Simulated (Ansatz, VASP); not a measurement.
## Sc2Ta in VASP and in Ansatz

INCAR

```
PREC     = Accurate       # precision mode
ENCUT    = 600            # plane-wave cutoff, eV
EDIFF    = 1E-7           # SCF threshold, eV
ISMEAR   = 0              # smearing method
SIGMA    = 0.2            # smearing width, eV
LREAL    = F              # projectors in reciprocal space
LASPH    = T              # aspherical terms in the spheres
NELM     = 60             # most SCF steps
ALGO     = Normal         # electronic algorithm
ISIF     = 3              # what is computed and relaxed
LWAVE    = F              # write WAVECAR
LCHARG   = F              # write CHGCAR
GGA      = PE             # functional
IBRION   = 2              # ionic algorithm
NSW      = 36             # ionic steps
EDIFFG   = -0.08          # ionic threshold
```

KPOINTS

```
Automatic mesh
0
Gamma
  6 6 2
```

Contents of POSCAR:

```
Sc2Ta
1.0
    3.1500000000      0.0000000000      0.0000000000
   -1.5750000000      2.7279800200      0.0000000000
    0.0000000000      0.0000000000     14.3000000000
Sc Ta
4 2
Direct
    0.3333333300      0.6666666700      0.4166670000
    0.6666666700      0.3333333300      0.5833330000
    0.3333333300      0.6666666700      0.7500000000
    0.6666666700      0.3333333300      0.2500000000
    0.3333333300      0.6666666700      0.0833330000
    0.6666666700      0.3333333300      0.9166670000
```

Input for Ansatz:

```yaml
crystal:
  lattice:
    - [3.15, 0.0, 0.0]
    - [-1.575, 2.72798002, 0.0]
    - [0.0, 0.0, 14.3]
  atoms:
    - { symbol: Sc, position: [0.33333333, 0.66666667, 0.416667] }
    - { symbol: Sc, position: [0.66666667, 0.33333333, 0.583333] }
    - { symbol: Sc, position: [0.33333333, 0.66666667, 0.75] }
    - { symbol: Sc, position: [0.66666667, 0.33333333, 0.25] }
    - { symbol: Ta, position: [0.33333333, 0.66666667, 0.083333] }
    - { symbol: Ta, position: [0.66666667, 0.33333333, 0.916667] }
basis:
  ecutwfc: 420
kpoints:
  mp_grid: { grid: [6, 6, 2] }
hamiltonian:
  xc: pbe
scf:
  occupations: { method: gaussian, width: 0.2 }
  lower_state_search: "off"
output:
  forces: true
  stress: true
  eigenvalues: true
relax:
  adjacent_minimum: "off"
  f_tol: 0.08
  max_steps: 16
  cell: { stress_tol: 0.8 }
```

Alike in both runs: task relaxation of cell and atoms; functional PBE; k mesh 6 × 6 × 2; occupations gaussian, width 0.2 eV; no spin polarisation.

|  | VASP | Ansatz |
| --- | --- | --- |
| version | VASP 6.6.1 | Ansatz 0.2.0 |
| potentials or method | VASP PAW PBE potentials, release 64 (Sc_sv, Ta_pv), cutoff 600 eV | scalar-relativistic, plane waves, PAW |
| valence electrons in the cell | 66 | 70 |

|  | VASP | Ansatz | Ansatz less VASP |
| --- | --- | --- | --- |
| gap on the k mesh at the Fermi level, each at its own relaxed structure (eV) | none | none | - |
| relaxed volume (Å³/atom) | 21.83 | 21.86 | +0.027 |
| relaxed cell length with the largest relative difference (Å) | 15.478 | 15.496 | +0.0173 |

A gap of «none» marks a metal or a gap that the smearing closes. VASP's potentials hold 66 valence electrons a cell and Ansatz's 70, so a difference there can come from the potentials and not from the codes.

The k mesh is coarse, so the values compare programs but aren't converged. Neither program's run includes spin-orbit coupling.
